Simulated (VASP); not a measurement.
# BiO (P4/nmm) in VASP: a series of runs

Runs on BiO. Level: PBE. Tasks: single point, relaxation of cell and atoms.

Program: VASP 6.6.1. These are calculated values, not measurements. Logs are shortened: lines on timing, memory, paths and dates and some standing lists are left out, and cuts for length are marked.

**1. The cell of the first run**

Symmetry: P4/nmm, No. 129, tetragonal system. The conventional cell has a = 3.748 Å, b = 3.748 Å, c = 5.300 Å, α = 90.00°, β = 90.00°, γ = 90.00°. Bi (site symmetry 4mm) has 4 O at 2.30 Å within 3.0 Å. Within 3.0 Å of O (site symmetry -4m2) lie 4 Bi at 2.30 Å and 4 O at 2.65 Å.

**2. Single point, PBE**

File INCAR:

```
SYSTEM = BiO
  ALGO = Normal
  EDIFF = 1E-6
  ENCUT = 520
  GGA = PE
  ISIF = 2
  ISMEAR = 0
  LASPH = .TRUE.
  LCHARG = .FALSE.
  LREAL = .FALSE.
  LWAVE = .FALSE.
  NBANDS = 29
  NELM = 100
  PREC = Accurate
  SIGMA = 0.1
```

File KPOINTS:

```
k-points
0
G
  4 4 4
  0 0 0
```

File POSCAR:

```
BiO
1.0
    3.7477193100      0.0000000000      0.0000000000
    0.0000000000      3.7477193100      0.0000000000
    0.0000000000      0.0000000000      5.3000754700
Bi O
2 2
Direct
    0.5000000000      0.0000000000      0.7500000000
    0.0000000000      0.5000000000      0.2500000000
    0.0000000000      0.0000000000      0.0000000000
    0.5000000000      0.5000000000      0.0000000000
```

Potentials or basis: VASP PAW PBE potentials, release 64 (Bi_d, O).

On the command line:

```bash
$ cat potpaw_PBE.64/Bi_d/POTCAR potpaw_PBE.64/O/POTCAR > POTCAR
$ mpirun -np 1 vasp_std > vasp.out
```

OUTCAR:

```text
SYSTEM = BiO
   EDIFF = 1E-6
   ENCUT = 520
   GGA = PE
   ISIF = 2
   ISMEAR = 0
   LASPH = .TRUE.
   LREAL = .FALSE.
   NELM = 100
   PREC = Accurate

 ion  position               nearest neighbor table
   1  0.500  0.000  0.750-   3 2.30   4 2.30   4 2.30   3 2.30   2 3.75   2 3.75   2 3.75   2 3.75
                             2 3.75   2 3.75   2 3.75   2 3.75
   2  0.000  0.500  0.250-   3 2.30   4 2.30   3 2.30   4 2.30   1 3.75   1 3.75   1 3.75   1 3.75
                             1 3.75   1 3.75   1 3.75   1 3.75
   3  0.000  0.000  0.000-   1 2.30   2 2.30   2 2.30   1 2.30
   4  0.500  0.500  0.000-   1 2.30   2 2.30   1 2.30   2 2.30

  LATTYP: Found a simple tetragonal cell.
 ALAT       =     3.7477193100
 C/A-ratio  =     1.4142135607

  Lattice vectors:

 A1 = (   3.7477193100,   0.0000000000,   0.0000000000)
 A2 = (   0.0000000000,   3.7477193100,   0.0000000000)
 A3 = (   0.0000000000,   0.0000000000,   5.3000754700)

Analysis of symmetry for initial positions (statically):
=====================================================================
 Subroutine PRICEL returns:
 Original cell was already a primitive cell.

 Routine SETGRP: Setting up the symmetry group for a
 simple tetragonal supercell.

 Subroutine GETGRP returns: Found 16 space group operations
 (whereof  8 operations were pure point group operations)
 out of a pool of 16 trial point group operations.

The static configuration has the point symmetry D_2d.
 The point group associated with its full space group is D_4h.

Analysis of symmetry for dynamics (positions and initial velocities):
=====================================================================
 Subroutine PRICEL returns:
 Original cell was already a primitive cell.

 Routine SETGRP: Setting up the symmetry group for a
 simple tetragonal supercell.

 Subroutine GETGRP returns: Found 16 space group operations
 (whereof  8 operations were pure point group operations)
 out of a pool of 16 trial point group operations.

The dynamic configuration has the point symmetry D_2d.
 The point group associated with its full space group is D_4h.

 Subroutine INISYM returns: Found 16 space group operations
 (whereof  8 operations are pure point group operations),
 and found     1 'primitive' translations

----------------------------------------------------------------------------------------

                                     Primitive cell

  volume of cell :      74.4417

  direct lattice vectors                    reciprocal lattice vectors
     3.747719310  0.000000000  0.000000000     0.266828948  0.000000000  0.000000000
     0.000000000  3.747719310  0.000000000     0.000000000  0.266828948  0.000000000
     0.000000000  0.000000000  5.300075470     0.000000000  0.000000000  0.188676559

  length of vectors
     3.747719310  3.747719310  5.300075470     0.266828948  0.266828948  0.188676559

  position of ions in fractional coordinates (direct lattice)
     0.500000000  0.000000000  0.750000000
     0.000000000  0.500000000  0.250000000
     0.000000000  0.000000000  0.000000000
     0.500000000  0.500000000  0.000000000

  ion indices of the primitive-cell ions
   primitive index   ion index
                 1           1
                 2           2
                 3           3
                 4           4

----------------------------------------------------------------------------------------

 KPOINTS: k-points

Automatic generation of k-mesh.
 Grid dimensions read from file:
 generate k-points for:    4    4    4

 Generating k-lattice:

  Cartesian coordinates                     Fractional coordinates (reciprocal lattice)
     0.066707237  0.000000000  0.000000000     0.250000000  0.000000000  0.000000000
     0.000000000  0.066707237  0.000000000     0.000000000  0.250000000  0.000000000
     0.000000000  0.000000000  0.047169140     0.000000000  0.000000000  0.250000000

  Length of vectors
     0.066707237  0.066707237  0.047169140

  Shift w.r.t. Gamma in fractional coordinates (k-lattice)
     0.000000000  0.000000000  0.000000000

 Subroutine IBZKPT returns following result:
 ===========================================

 Found     18 irreducible k-points:

 Following reciprocal coordinates:
            Coordinates               Weight
  0.000000  0.000000  0.000000      1.000000
  0.250000  0.000000  0.000000      4.000000
  0.500000  0.000000  0.000000      2.000000
  0.250000  0.250000  0.000000      4.000000
  0.500000  0.250000  0.000000      4.000000
  0.500000  0.500000  0.000000      1.000000
[... 10 lines left out ...]
  0.500000  0.250000  0.500000      4.000000
  0.500000  0.500000  0.500000      1.000000
   k-points           NKPTS =     18   k-points in BZ     NKDIM =     18   number of bands    NBANDS=     29
   number of dos      NEDOS =    301   number of ions     NIONS =      4
   total plane-waves  NPLWV =  31360
   dimension x,y,z NGX =    28 NGY =   28 NGZ =   40
   dimension x,y,z NGXF=    56 NGYF=   56 NGZF=   80
   ions per type =               2   2
   NGX,Y,Z   is equivalent  to a cutoff of  12.42, 12.42, 12.55 a.u.
   NGXF,Y,Z  is equivalent  to a cutoff of  24.84, 24.84, 25.09 a.u.
 SYSTEM =  BiO
   PREC   = accura    normal or accurate (medium, high low for compatibility)
   ISTART =      0    job   : 0-new  1-cont  2-samecut
   ICHARG =      2    charge: 1-file 2-atom 10-const
   ISPIN  =      1    spin polarized calculation?
   LNONCOLLINEAR =      F non collinear calculations
   LSORBIT =      F    spin-orbit coupling
   LASPH  =      T    aspherical Exc in radial PAW
   ENCUT  =  520.0 eV  38.22 Ry    6.18 a.u.   6.97  6.97  9.85*2*pi/ulx,y,z
   NELM   =    100;   NELMIN=  2; NELMDL= -5     # of ELM steps
   EDIFF  = 0.1E-05   stopping-criterion for ELM
   LREAL  =      F    real-space projection
   EDIFFG = 0.1E-04   stopping-criterion for IOM
   NSW    =      0    number of steps for IOM
   IBRION =     -1    ionic relax: 0-MD 1-quasi-New 2-CG
   NFREE  =      0    steps in history (QN), initial steepest desc. (CG)
   ISIF   =      2    stress and relaxation
   ISYM   =      2    0-nonsym 1-usesym 2-fastsym
   POTIM  = 0.5000    time-step for ionic-motion
   TEBEG  =    0.0;   TEEND  =   0.0 temperature during run
   PSTRESS=    0.0 pullay stress
   NELECT =      42.0000    total number of electrons
   NUPDOWN=      -1.0000    fix difference up-down
   EMIN   =  10.00;   EMAX   =-10.00  energy-range for DOS
   EFERMI =   0.00;   METHOD = LEGACY
   ISMEAR =     0;   SIGMA  =   0.10  broadening in eV -4-tet -1-fermi 0-gaus
   EFERMI_NEDOS =   21; number of points for ismear=-14 and -15
   IALGO  =     38    algorithm
   IMIX   =      4    mixing-type and parameters
     AMIX     =   0.40;   BMIX     =  1.00
     AMIX_MAG =   1.60;   BMIX_MAG =  1.00
  volume/ion in A,a.u.               =      18.61       125.59
  Fermi-wavevector in a.u.,A,eV,Ry     =   1.352755  2.556337 24.897935  1.829947
  Thomas-Fermi vector in A             =   2.480067
   LORBIT       =      0    0 simple, 1 ext, 2 COOP (PROOUT), +10 PAW based schemes
   GGA     = PE    functional components
   LHFCALC =     F    Hartree Fock is set to
   AEXX    =    0.0000 exact exchange contribution
   IVDW    =     0    specifies the selected vdW correction
   LEPSILON=     F    determine dielectric tensor
   LRPA    =     F    only Hartree local field effects (RPA)
 non-spin polarized calculation
 Gauss-broadening in eV      SIGMA  =   0.10
  energy-cutoff  :      520.00
  volume of cell :       74.44
 maximum number of plane-waves:      2024
 NGX is ok and might be reduce to    28
   NGX = 13   NGY = 13   NGZ = 19

 number of electron      42.0000013 magnetization

 Free energy of the ion-electron system (eV)
  ---------------------------------------------------
  ext. energy  EPLUGINS =         0.00000000
  ---------------------------------------------------
  free energy    TOTEN  =       -19.92358520 eV

  energy without entropy =      -19.90644321  energy(sigma->0) =      -19.91501421

 E-fermi :   8.1947     XC(G=0): -10.5340

 val. band max:        8.0979948965   @ k =   0.5000   0.0000   0.5000
 cond. band min:       8.1967776798   @ k =   0.2500   0.2500   0.0000
 fundamental gap:      0.0987827833
 Fermi energy:         8.1946861194

 k-point     1 :       0.0000    0.0000    0.0000
  band No.  band energies     occupation
      1     -15.7829      2.00000
      2     -15.5578      2.00000
      3     -15.5578      2.00000
      4     -15.5422      2.00000
      5     -15.5382      2.00000
      6     -15.4861      2.00000
[... 21 lines left out ...]
     28      13.9451      0.00000
     29      15.8632      0.00000

 k-point     2 :       0.2500    0.0000    0.0000
  band No.  band energies     occupation
      1     -15.7620      2.00000
      2     -15.5602      2.00000
      3     -15.5533      2.00000
      4     -15.5399      2.00000
      5     -15.5187      2.00000
      6     -15.5096      2.00000
[... 21 lines left out ...]
     28      17.1348      0.00000
     29      17.9089      0.00000

 k-point     3 :       0.5000    0.0000    0.0000
  band No.  band energies     occupation
      1     -15.7067      2.00000
      2     -15.7067      2.00000
      3     -15.5315      2.00000
      4     -15.5315      2.00000
      5     -15.4996      2.00000
      6     -15.4996      2.00000
[... 21 lines left out ...]
     28      15.2837      0.00000
     29      18.1344      0.00000

 k-point     4 :       0.2500    0.2500    0.0000
  band No.  band energies     occupation
      1     -15.7746      2.00000
      2     -15.6589      2.00000
      3     -15.5268      2.00000
      4     -15.5208      2.00000
      5     -15.4979      2.00000
      6     -15.4912      2.00000
[... 405 lines left out ...]
     28      17.0352      0.00000
     29      17.6496      0.00000

 k-point    17 :       0.5000    0.2500    0.5000
  band No.  band energies     occupation
      1     -15.7449      2.00000
      2     -15.7449      2.00000
      3     -15.5259      2.00000
      4     -15.5259      2.00000
      5     -15.4920      2.00000
      6     -15.4920      2.00000
[... 21 lines left out ...]
     28      15.7543      0.00000
     29      19.1572      0.00000

 k-point    18 :       0.5000    0.5000    0.5000
  band No.  band energies     occupation
      1     -15.7729      2.00000
      2     -15.7729      2.00000
      3     -15.5039      2.00000
      4     -15.5039      2.00000
      5     -15.4962      2.00000
      6     -15.4962      2.00000
[... 21 lines left out ...]
     28      15.0373      0.00000
     29      20.1915      0.00000

------------------------ aborting loop because EDIFF is reached ----------------------------------------

  FORCE on cell =-STRESS in cart. coord.  units (eV):
  Direction    XX          YY          ZZ          XY          YZ          ZX
  --------------------------------------------------------------------------------------
  -------------------------------------------------------------------------------------
  Total        5.3876373      5.3876373      3.2140206      0.0000000      0.0000000      0.0000000
  in kB      115.9558767    115.9558767     69.1740290      0.0000000      0.0000000      0.0000000
  external PRESSURE =     100.3619275 kB  Pullay stress =       0.0000000 kB

 VOLUME and BASIS-vectors are now :
 -----------------------------------------------------------------------------
  energy-cutoff  :      520.00
  volume of cell :       74.44
      direct lattice vectors                 reciprocal lattice vectors
     3.747719310  0.000000000  0.000000000     0.266828948  0.000000000  0.000000000
     0.000000000  3.747719310  0.000000000     0.000000000  0.266828948  0.000000000
     0.000000000  0.000000000  5.300075470     0.000000000  0.000000000  0.188676559

 POSITION                                       TOTAL-FORCE (eV/Angst)
 -----------------------------------------------------------------------------------
      1.87386      0.00000      3.97506        -0.000000      0.000000     -0.982501
      0.00000      1.87386      1.32502        -0.000000      0.000000      0.982501
      0.00000      0.00000      0.00000        -0.000000      0.000000     -0.000000
      1.87386      1.87386      0.00000         0.000000     -0.000000     -0.000000
 -----------------------------------------------------------------------------------
    total drift:                                0.000000      0.000000     -0.000000

  FREE ENERGIE OF THE ION-ELECTRON SYSTEM (eV)
  ---------------------------------------------------
  free  energy   TOTEN  =       -19.9235852013 eV

  energy  without entropy=      -19.9064432107  energy(sigma->0) =      -19.91501421
```

Wall time 22 s (1 thread of AMD EPYC 9R14 (Zen 4), shared host); peak memory 0.15 GiB.

Results:

```
Free energy            : -19.9236 eV
Pressure               : 10.0 GPa
Largest force          : 0.983 eV/Å
Band gap on the k mesh : zero (band 21 reaches 8.74 eV, above the bottom of band 22 at 6.18 eV)
```

Forces in eV/Å, atoms in the order of the input:
```
Bi   0.000  0.000 -0.983
Bi   0.000  0.000  0.983
O    0.000  0.000  0.000
O    0.000  0.000  0.000
```

Levels at points of the mesh, in eV from the Fermi level:
```csv
k point,band 17,band 18,band 19,band 20,band 21,band 22,band 23,band 24,band 25,band 26
"(0.00, 0.00, 0.00)",-4.13,-3.46,-3.46,-2.74,-0.47,2.56,2.71,2.71,3.15,3.15
"(0.50, 0.00, 0.00)",-5.21,-5.21,-4.70,-4.70,0.26,0.26,3.73,3.73,4.06,4.06
"(0.50, 0.50, 0.00)",-5.19,-5.19,-2.79,-2.79,-2.02,-2.02,1.91,1.91,4.24,4.24
"(0.00, 0.00, 0.50)",-4.37,-4.15,-3.51,-3.51,-0.36,1.05,1.05,2.18,5.42,5.42
"(0.50, 0.00, 0.50)",-5.19,-5.19,-3.97,-3.97,-0.10,-0.10,3.47,3.47,4.29,4.29
"(0.50, 0.50, 0.50)",-5.59,-5.59,-2.79,-2.79,0.43,0.43,1.20,1.20,3.26,3.26
```

Caveat: the k points lie up to 0.42 Å⁻¹ apart; spin-orbit coupling is left out, which moves the levels of the heavy elements.

**3. Single point, PBE**

This run uses another cell than the first one, of 19.95 Å³/atom, 1.072 times its volume.

File INCAR:

```
PREC     = Accurate       # precision mode
ENCUT    = 520            # plane-wave cutoff, eV
EDIFF    = 1E-7           # SCF threshold, eV
ISMEAR   = 0              # smearing method
SIGMA    = 0.1            # smearing width, eV
LREAL    = False          # projectors in reciprocal space
LASPH    = True           # aspherical terms in the spheres
NELM     = 100            # most SCF steps
ALGO     = Normal         # electronic algorithm
ISIF     = 2              # what is computed and relaxed
LWAVE    = False          # write WAVECAR
LCHARG   = False          # write CHGCAR
GGA      = PE             # functional
NBANDS   = 29             # bands
```

File KPOINTS:

```
Automatic mesh
0
Gamma
  4 4 4
```

File POSCAR:

```
BiO
1.0
    4.0833828220      0.0000000000      0.0000000000
    0.0000000000      4.0833828220      0.0000000000
    0.0000000000      0.0000000000      4.7853628980
Bi O
2 2
Direct
    0.5000000000      0.0000000000      0.7440380324
    0.0000000000      0.5000000000      0.2559619676
    0.0000000000      0.0000000000      0.0000000000
    0.5000000000      0.5000000000      0.0000000000
```

Potentials or basis: VASP PAW PBE potentials, release 64 (Bi_d, O).

On the command line:

```bash
$ cat potpaw_PBE.64/Bi_d/POTCAR potpaw_PBE.64/O/POTCAR > POTCAR
$ mpirun -np 1 vasp_std > vasp.out
```

It took 24 s on 1 thread of AMD EPYC 9R14 (Zen 4), shared host; peak memory 0.16 GiB.

Results (log left out):

```yaml
Free_energy: -20.2625 eV
Pressure: 0.2 GPa
Largest_force: 0.006 eV/Å
Band_gap_on_the_k_mesh: zero (band 21 reaches 8.00 eV, above the bottom of band 22 at 5.30 eV)
```

Forces on the atoms (eV/Å):
```
Bi   0.000  0.000  0.006
Bi   0.000  0.000 -0.006
O    0.000  0.000  0.000
O    0.000  0.000  0.000
```

Levels at points of the mesh, in eV from the Fermi level:
| k point | band 19 | band 20 | band 21 | band 22 | band 23 | band 24 |
| --- | --- | --- | --- | --- | --- | --- |
| (0.00, 0.00, 0.00) | -3.66 | -3.01 | -0.78 | 2.10 | 2.10 | 2.46 |
| (0.50, 0.00, 0.00) | -4.10 | -4.10 | 0.32 | 0.32 | 2.98 | 2.98 |
| (0.50, 0.50, 0.00) | -2.99 | -2.99 | -1.97 | -1.97 | 2.13 | 2.13 |
| (0.00, 0.00, 0.50) | -3.72 | -3.06 | -1.43 | 0.44 | 0.44 | 0.72 |
| (0.50, 0.00, 0.50) | -3.41 | -3.41 | 0.34 | 0.34 | 2.54 | 2.54 |
| (0.50, 0.50, 0.50) | -3.00 | -3.00 | 0.73 | 0.73 | 1.87 | 1.87 |

Caveat: the k points lie up to 0.38 Å⁻¹ apart; spin-orbit coupling is left out, which moves the levels of the heavy elements.

(Continued in part 2 of 2.)
